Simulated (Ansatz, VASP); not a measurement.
## Al3GaN4: VASP beside Ansatz

```
Al Ga N
1.0
     4.75334    0.00000    0.00000
     0.00000    4.75334    0.00000
     0.00000    0.00000    4.04914
Al Ga N
3 1 4
Direct
  0.50000 0.50000 0.00000
  0.50000 0.00000 0.50000
  0.00000 0.50000 0.50000
  0.00000 0.00000 0.00000
  0.74446 0.74446 0.25554
  0.74446 0.25554 0.74446
  0.25554 0.74446 0.74446
  0.25554 0.25554 0.25554
```

Change from the starting cell: strain +0.080 along x and y, -0.080 along z, atoms carried along.

Alike in both runs: task single point; functional r2SCAN; k mesh 6 × 6 × 6; occupations gaussian, width 0.05 eV; no spin polarisation.

```csv
,VASP,Ansatz
version,VASP 6.6.1,Ansatz 0.2.0
potentials or method,"VASP PAW PBE potentials, release 64 (Al, Ga_d, N), cutoff 520 eV","scalar-relativistic, plane waves, PAW"
valence electrons in the cell,42,42
```

VASP gave:

```
gap on the k mesh at the Fermi level (eV)                     : 3.05
least direct gap on the mesh (eV)                             : 3.05
pressure (GPa)                                                : -14.5
traceless stress, the component that is largest in VASP (GPa) : 10.92
rms of the force components (eV/Å)                            : 0.061
```

Estimate Ansatz's values.

gap on the k mesh at the Fermi level (eV): 3.03; least direct gap on the mesh (eV): 3.03; pressure (GPa): -14.4; traceless stress, the component that is largest in VASP (GPa): 10.92; rms of the force components (eV/Å): 0.060.

VASP's potentials were made for PBE, not for r2SCAN. Atom by atom the forces differ by 0.026 eV/Å (rms over components).
